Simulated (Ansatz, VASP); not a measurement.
**MgO: VASP beside Ansatz**

INCAR

```
PREC     = Accurate       # precision mode
ENCUT    = 600            # plane-wave cutoff, eV
EDIFF    = 1E-6           # SCF threshold, eV
ISMEAR   = 0              # smearing method
SIGMA    = 0.1            # smearing width, eV
LREAL    = False          # projectors in reciprocal space
LASPH    = True           # aspherical terms in the spheres
NELM     = 120            # most SCF steps
ALGO     = Normal         # electronic algorithm
ISIF     = 2              # what is computed and relaxed
LWAVE    = False          # write WAVECAR
LCHARG   = False          # write CHGCAR
GGA      = PS             # functional
NBANDS   = 11             # bands
GGA_COMPAT= False
```

KPOINTS

```
Automatic mesh
0
Gamma
  8 8 8
```

POSCAR

```
MgO
1.0
    0.0000000000      2.1100000000      2.1100000000
    2.1100000000      0.0000000000      2.1100000000
    2.1100000000      2.1100000000      0.0000000000
Mg O
1 1
Direct
    0.0000000000      0.0000000000      0.0000000000
    0.5000000000      0.5000000000      0.5000000000
```

Input for Ansatz:

```yaml
crystal:
  lattice:
    - [0.0, 2.11, 2.11]
    - [2.11, 0.0, 2.11]
    - [2.11, 2.11, 0.0]
  atoms:
    - { symbol: Mg, position: [0.0, 0.0, 0.0] }
    - { symbol: O, position: [0.5, 0.5, 0.5] }
basis:
  ecutwfc: 420
kpoints:
  mp_grid: { grid: [8, 8, 8] }
hamiltonian:
  xc: pbesol
  pseudopotentials: { kind: paw, azcp: { folder: soft_1 } }
scf:
  occupations: { method: gaussian, width: 0.1 }
output:
  forces: true
  stress: true
  eigenvalues: true
```

Alike in both runs: task single point; functional PBEsol; k mesh 8 × 8 × 8; occupations gaussian, width 0.1 eV; no spin polarisation.

```csv
,VASP,Ansatz
version,VASP 6.6.1,Ansatz 0.2.0
potentials or method,"VASP PAW PBE potentials, release 64 (Mg, O), cutoff 600 eV","scalar-relativistic, plane waves, PAW"
valence electrons in the cell,8,16
```

Ansatz gave:

| Property | Result |
| --- | --- |
| gap on the k mesh at the Fermi level (eV) | 4.59 |
| least direct gap on the mesh (eV) | 4.59 |
| pressure (GPa) | -0.6 |

Q: Which values does VASP return?

A: gap on the k mesh at the Fermi level (eV): 4.58; least direct gap on the mesh (eV): 4.58; pressure (GPa): -1.4.

VASP's potentials were made for PBE, not for PBEsol, and Ansatz warns of the same on its side. The functional is the same, so the differences come from potentials, cutoffs and numerics. VASP's potentials hold 8 valence electrons a cell and Ansatz's 16, so a difference there can come from the potentials and not from the codes.
